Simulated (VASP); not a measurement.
# KF (R-3m) in VASP: single point with PBE

Aim: the single point of KF with PBE.

All numbers are computed with VASP 6.6.1; they aren't measurements. Logs are shortened: lines on timing, memory, paths and dates and some standing lists are left out, and cuts for length are marked.

## 1. The cell of the first run

It takes space group R-3m (No. 166, trigonal). The conventional cell has a = 3.929 Å, b = 3.929 Å, c = 8.748 Å, α = 90.00°, β = 90.00°, γ = 120.00°. Within 3.6 Å of K (site symmetry -3m) lie 6 F at 2.70 Å. Within 3.6 Å of F (site symmetry -3m) lie 6 K at 2.70 Å.

## 2. Single point, PBE (epitaxial 111 strain +4.5%)

Contents of INCAR:

```
PREC = Accurate ; ENCUT = 520
EDIFF = 1E-6 ; ISMEAR = -1
SIGMA = 0.02 ; LREAL = F
LASPH = T ; NELM = 100
ALGO = Normal ; ISIF = 2
LWAVE = F ; LCHARG = F
GGA = PE ; NBANDS = 15
```

Contents of KPOINTS:

```
Automatic mesh
0
Gamma
  8 8 8
```

Contents of POSCAR:

```
KF
1.0
   -0.1684516916      2.6096303216      2.6096303216
    2.6096303216     -0.1684516916      2.6096303216
    2.6096303216      2.6096303216     -0.1684516916
K F
1 1
Direct
    0.0000000000      0.0000000000      0.0000000000
    0.5000000000      0.5000000000      0.5000000000
```

Potentials or basis: VASP PAW PBE potentials, release 64 (K_sv, F).

The run is started by

```bash
$ cat potpaw_PBE.64/K_sv/POTCAR potpaw_PBE.64/F/POTCAR > POTCAR
$ mpirun -np 1 vasp_std > vasp.out
```

OUTCAR:

```text
PREC = Accurate
   ENCUT = 520
   EDIFF = 1E-6
   ISMEAR = -1
   LREAL = F
   LASPH = T
   NELM = 100
   ISIF = 2
   GGA = PE

 ion  position               nearest neighbor table
   1  0.000  0.000  0.000-   2 2.70   2 2.70   2 2.70   2 2.70   2 2.70   2 2.70
   2  0.500  0.500  0.500-   1 2.70   1 2.70   1 2.70   1 2.70   1 2.70   1 2.70

  LATTYP: Found a trigonal (rhomboedric) cell.
 ALAT       =     3.6944169774
 COS(alpha) =     0.4345446694

  Lattice vectors:

 A1 = (  -0.1684516916,   2.6096303216,   2.6096303216)
 A2 = (   2.6096303216,  -0.1684516916,   2.6096303216)
 A3 = (   2.6096303216,   2.6096303216,  -0.1684516916)

Analysis of symmetry for initial positions (statically):
=====================================================================
 Subroutine PRICEL returns:
 Original cell was already a primitive cell.

 Routine SETGRP: Setting up the symmetry group for a
 trigonal (rhombohedral) supercell.

 Subroutine GETGRP returns: Found 12 space group operations
 (whereof 12 operations were pure point group operations)
 out of a pool of 12 trial point group operations.

The static configuration has the point symmetry D_3d.

Analysis of symmetry for dynamics (positions and initial velocities):
=====================================================================
 Subroutine PRICEL returns:
 Original cell was already a primitive cell.

 Routine SETGRP: Setting up the symmetry group for a
 trigonal (rhombohedral) supercell.

 Subroutine GETGRP returns: Found 12 space group operations
 (whereof 12 operations were pure point group operations)
 out of a pool of 12 trial point group operations.

The dynamic configuration has the point symmetry D_3d.

 Subroutine INISYM returns: Found 12 space group operations
 (whereof 12 operations are pure point group operations),
 and found     1 'primitive' translations

----------------------------------------------------------------------------------------

                                     Primitive cell

  volume of cell :      38.9808

  direct lattice vectors                    reciprocal lattice vectors
    -0.168451692  2.609630322  2.609630322    -0.173977688  0.185982887  0.185982887
     2.609630322 -0.168451692  2.609630322     0.185982887 -0.173977688  0.185982887
     2.609630322  2.609630322 -0.168451692     0.185982887  0.185982887 -0.173977688

  length of vectors
     3.694416977  3.694416977  3.694416977     0.315352984  0.315352984  0.315352984

  position of ions in fractional coordinates (direct lattice)
     0.000000000  0.000000000  0.000000000
     0.500000000  0.500000000  0.500000000

  ion indices of the primitive-cell ions
   primitive index   ion index
                 1           1
                 2           2

----------------------------------------------------------------------------------------

 KPOINTS: Automatic mesh

Automatic generation of k-mesh.
 Grid dimensions read from file:
 generate k-points for:    8    8    8

 Generating k-lattice:

  Cartesian coordinates                     Fractional coordinates (reciprocal lattice)
    -0.021747211  0.023247861  0.023247861     0.125000000  0.000000000  0.000000000
     0.023247861 -0.021747211  0.023247861     0.000000000  0.125000000  0.000000000
     0.023247861  0.023247861 -0.021747211     0.000000000  0.000000000  0.125000000

  Length of vectors
     0.039419123  0.039419123  0.039419123

  Shift w.r.t. Gamma in fractional coordinates (k-lattice)
     0.000000000  0.000000000  0.000000000

 Subroutine IBZKPT returns following result:
 ===========================================

 Found     65 irreducible k-points:

 Following reciprocal coordinates:
            Coordinates               Weight
  0.000000  0.000000  0.000000      1.000000
  0.125000  0.000000  0.000000      6.000000
  0.250000  0.000000  0.000000      6.000000
  0.375000  0.000000  0.000000      6.000000
  0.500000  0.000000  0.000000      3.000000
  0.125000  0.125000  0.000000      6.000000
[... 16 lines left out ...]
  0.250000  0.125000  0.125000      6.000000
  0.375000  0.125000  0.125000      6.000000
 [... further k-points ...]
   k-points           NKPTS =     65   k-points in BZ     NKDIM =     65   number of bands    NBANDS=     15
   number of dos      NEDOS =    301   number of ions     NIONS =      2
   total plane-waves  NPLWV =  21952
   dimension x,y,z NGX =    28 NGY =   28 NGZ =   28
   dimension x,y,z NGXF=    56 NGYF=   56 NGZF=   56
   ions per type =               1   1
   NGX,Y,Z   is equivalent  to a cutoff of  12.60, 12.60, 12.60 a.u.
   NGXF,Y,Z  is equivalent  to a cutoff of  25.20, 25.20, 25.20 a.u.
 SYSTEM =  unknown system
   PREC   = accura    normal or accurate (medium, high low for compatibility)
   ISTART =      0    job   : 0-new  1-cont  2-samecut
   ICHARG =      2    charge: 1-file 2-atom 10-const
   ISPIN  =      1    spin polarized calculation?
   LNONCOLLINEAR =      F non collinear calculations
   LSORBIT =      F    spin-orbit coupling
   LASPH  =      T    aspherical Exc in radial PAW
   ENCUT  =  520.0 eV  38.22 Ry    6.18 a.u.   6.87  6.87  6.87*2*pi/ulx,y,z
   NELM   =    100;   NELMIN=  2; NELMDL= -5     # of ELM steps
   EDIFF  = 0.1E-05   stopping-criterion for ELM
   LREAL  =      F    real-space projection
   EDIFFG = 0.1E-04   stopping-criterion for IOM
   NSW    =      0    number of steps for IOM
   IBRION =     -1    ionic relax: 0-MD 1-quasi-New 2-CG
   NFREE  =      0    steps in history (QN), initial steepest desc. (CG)
   ISIF   =      2    stress and relaxation
   ISYM   =      2    0-nonsym 1-usesym 2-fastsym
   POTIM  = 0.5000    time-step for ionic-motion
   TEBEG  =    0.0;   TEEND  =   0.0 temperature during run
   PSTRESS=    0.0 pullay stress
   NELECT =      16.0000    total number of electrons
   NUPDOWN=      -1.0000    fix difference up-down
   EMIN   =  10.00;   EMAX   =-10.00  energy-range for DOS
   EFERMI =   0.00;   METHOD = LEGACY
   ISMEAR =    -1;   SIGMA  =   0.02  broadening in eV -4-tet -1-fermi 0-gaus
   EFERMI_NEDOS =   21; number of points for ismear=-14 and -15
   IALGO  =     38    algorithm
   IMIX   =      4    mixing-type and parameters
     AMIX     =   0.40;   BMIX     =  1.00
     AMIX_MAG =   1.60;   BMIX_MAG =  1.00
  volume/ion in A,a.u.               =      19.49       131.53
  Fermi-wavevector in a.u.,A,eV,Ry     =   1.216647  2.299129 20.139740  1.480229
  Thomas-Fermi vector in A             =   2.351994
   LORBIT       =      0    0 simple, 1 ext, 2 COOP (PROOUT), +10 PAW based schemes
   GGA     = PE    functional components
   LHFCALC =     F    Hartree Fock is set to
   AEXX    =    0.0000 exact exchange contribution
   IVDW    =     0    specifies the selected vdW correction
   LEPSILON=     F    determine dielectric tensor
   LRPA    =     F    only Hartree local field effects (RPA)
 non-spin polarized calculation
  energy-cutoff  :      520.00
  volume of cell :       38.98
 maximum number of plane-waves:      1084
   NGX = 13   NGY = 13   NGZ = 13

 number of electron      15.9999988 magnetization

 Free energy of the ion-electron system (eV)
  ---------------------------------------------------
  ext. energy  EPLUGINS =         0.00000000
  ---------------------------------------------------
  free energy    TOTEN  =        -8.27947101 eV

  energy without entropy =       -8.27947101  energy(sigma->0) =       -8.27947101

 E-fermi :  -2.3894     XC(G=0):  -8.3139

 val. band max:       -2.7800029214   @ k =   0.0000   0.0000   0.0000
 cond. band min:       3.1813441413   @ k =   0.0000   0.0000   0.0000
 fundamental gap:      5.9613470627
 Fermi energy:        -2.3893539603

 k-point     1 :       0.0000    0.0000    0.0000
  band No.  band energies     occupation
      1     -29.0928      2.00000
      2     -21.4871      2.00000
      3     -12.3614      2.00000
      4     -12.3614      2.00000
      5     -12.3350      2.00000
      6      -2.8616      2.00000
      7      -2.8616      2.00000
      8      -2.7800      2.00000
      9       3.1813      0.00000
     10       7.4025      0.00000
     11       7.4025      0.00000
     12       8.4293      0.00000
     13       9.4556      0.00000
     14       9.4556      0.00000
     15      13.9426      0.00000

 k-point     2 :       0.1250    0.0000    0.0000
  band No.  band energies     occupation
      1     -29.0813      2.00000
      2     -21.4985      2.00000
      3     -12.3943      2.00000
      4     -12.3618      2.00000
      5     -12.3452      2.00000
      6      -2.9883      2.00000
      7      -2.9115      2.00000
      8      -2.8288      2.00000
      9       3.5878      0.00000
     10       7.2957      0.00000
     11       7.5752      0.00000
     12       8.5457      0.00000
     13       9.5856      0.00000
     14       9.5978      0.00000
     15      14.5914      0.00000

 k-point     3 :       0.2500    0.0000    0.0000
  band No.  band energies     occupation
      1     -29.0532      2.00000
      2     -21.5259      2.00000
      3     -12.4862      2.00000
      4     -12.3625      2.00000
      5     -12.3561      2.00000
      6      -3.2730      2.00000
      7      -3.0295      2.00000
      8      -2.9274      2.00000
      9       4.6068      0.00000
     10       7.0922      0.00000
     11       8.0079      0.00000
     12       8.9617      0.00000
     13       9.9811      0.00000
     14      10.0502      0.00000
     15      15.3089      0.00000

 k-point     4 :       0.3750    0.0000    0.0000
  band No.  band energies     occupation
      1     -29.0249      2.00000
      2     -21.5539      2.00000
      3     -12.5779      2.00000
      4     -12.3653      2.00000
      5     -12.3631      2.00000
      6      -3.5226      2.00000
      7      -3.1446      2.00000
      8      -3.0204      2.00000
      9       5.6651      0.00000
     10       7.1808      0.00000
     11       8.4434      0.00000
     12       9.3711      0.00000
     13      10.6330      0.00000
     14      10.8139      0.00000
     15      13.8210      0.00000
[... 307 lines left out ...]
 k-point    22 :       0.1250    0.1250    0.1250
  band No.  band energies     occupation
      1     -29.0771      2.00000
      2     -21.4942      2.00000
      3     -12.3919      2.00000
      4     -12.3713      2.00000
      5     -12.3713      2.00000
      6      -2.9281      2.00000
      7      -2.9237      2.00000
      8      -2.9237      2.00000
      9       3.6716      0.00000
     10       7.6774      0.00000
     11       7.6774      0.00000
     12       7.9558      0.00000
     13       9.5331      0.00000
     14       9.5331      0.00000
     15      14.9223      0.00000

 k-point    23 :       0.2500    0.1250    0.1250
  band No.  band energies     occupation
      1     -29.0582      2.00000
      2     -21.5074      2.00000
      3     -12.4590      2.00000
      4     -12.4086      2.00000
      5     -12.3557      2.00000
      6      -3.1683      2.00000
      7      -3.0324      2.00000
      8      -2.8659      2.00000
      9       4.3002      0.00000
     10       7.2250      0.00000
     11       7.8890      0.00000
     12       8.6007      0.00000
     13       9.6850      0.00000
     14       9.7348      0.00000
     15      15.7694      0.00000

 k-point    24 :       0.3750    0.1250    0.1250
  band No.  band energies     occupation
      1     -29.0305      2.00000
      2     -21.5307      2.00000
      3     -12.5525      2.00000
      4     -12.4410      2.00000
      5     -12.3567      2.00000
      6      -3.4035      2.00000
      7      -3.1432      2.00000
      8      -2.9074      2.00000
      9       5.3401      0.00000
     10       6.9056      0.00000
     11       8.3565      0.00000
     12       9.1504      0.00000
     13      10.0349      0.00000
     14      10.4757      0.00000
     15      14.9177      0.00000

 [... further k-points ...]

------------------------ aborting loop because EDIFF is reached ----------------------------------------

  FORCE on cell =-STRESS in cart. coord.  units (eV):
  Direction    XX          YY          ZZ          XY          YZ          ZX
  --------------------------------------------------------------------------------------
  -------------------------------------------------------------------------------------
  Total        0.1287468      0.1287468      0.1287468      0.1658172      0.1658172      0.1658172
  in kB        5.2917111      5.2917111      5.2917111      6.8153653      6.8153653      6.8153653
  external PRESSURE =       5.2917111 kB  Pullay stress =       0.0000000 kB

 VOLUME and BASIS-vectors are now :
 -----------------------------------------------------------------------------
  energy-cutoff  :      520.00
  volume of cell :       38.98
      direct lattice vectors                 reciprocal lattice vectors
    -0.168451692  2.609630322  2.609630322    -0.173977688  0.185982887  0.185982887
     2.609630322 -0.168451692  2.609630322     0.185982887 -0.173977688  0.185982887
     2.609630322  2.609630322 -0.168451692     0.185982887  0.185982887 -0.173977688

 POSITION                                       TOTAL-FORCE (eV/Angst)
 -----------------------------------------------------------------------------------
      0.00000      0.00000      0.00000         0.000000     -0.000000      0.000000
      2.52540      2.52540      2.52540        -0.000000      0.000000     -0.000000
 -----------------------------------------------------------------------------------
    total drift:                                0.000000      0.000000      0.000000

  FREE ENERGIE OF THE ION-ELECTRON SYSTEM (eV)
  ---------------------------------------------------
  free  energy   TOTEN  =        -8.2794710082 eV

  energy  without entropy=       -8.2794710082  energy(sigma->0) =       -8.27947101
```

Wall time 25 s (1 thread of Intel Xeon Platinum 8375C at 2.90GHz (Ice Lake), shared host); peak memory 0.18 GiB.

What came out:

```yaml
Free_energy: -8.2795 eV
Pressure: 0.5 GPa
Band_gap_on_the_k_mesh: 5.96 eV, direct
```

Stress tensor (GPa, compression positive):
```
0.53 0.68 0.68
0.68 0.53 0.68
0.68 0.68 0.53
```

Caveat: the cell differs from its parent crystal (epitaxial 111 strain +4.5%). A k mesh can miss the band edges.
